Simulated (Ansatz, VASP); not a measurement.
Two plane-wave programs on PCS4

```
P C S
1.0
     4.76883    0.00000    0.00000
    -2.38441    4.12993    0.00000
     0.00000    0.00000    7.01507
P C S
1 1 4
Direct
  0.00000 0.00000 0.50000
  0.00000 0.00000 0.00000
  0.00000 0.00000 0.19838
  0.00000 0.00000 0.80162
  0.33333 0.66667 0.00000
  0.66667 0.33333 0.00000
```

Alike in both runs: task relaxation of cell and atoms; functional PBE; dispersion D3(BJ); k mesh 6 × 6 × 4; occupations gaussian, width 0.1 eV; no spin polarisation.

|  | VASP | Ansatz |
| --- | --- | --- |
| version | VASP 6.6.1 | Ansatz 0.2.0 |
| potentials or method | VASP PAW PBE potentials, release 64 (P, C, S), cutoff 600 eV | scalar-relativistic, plane waves, PAW |
| valence electrons in the cell | 33 | 33 |

```csv
,VASP,Ansatz,Ansatz less VASP
"gap on the k mesh at the Fermi level, each at its own relaxed structure (eV)",none,none,-
relaxed volume (Å³/atom),20.19,20.31,+0.122
relaxed length of the cell vector where the two differ most in proportion (Å),8.432,8.463,+0.0306
```

A gap of «none» marks a metal or a gap that the smearing closes. Ansatz's warnings: dispersion switch in reach, relaxed geometry near dispersion switch.
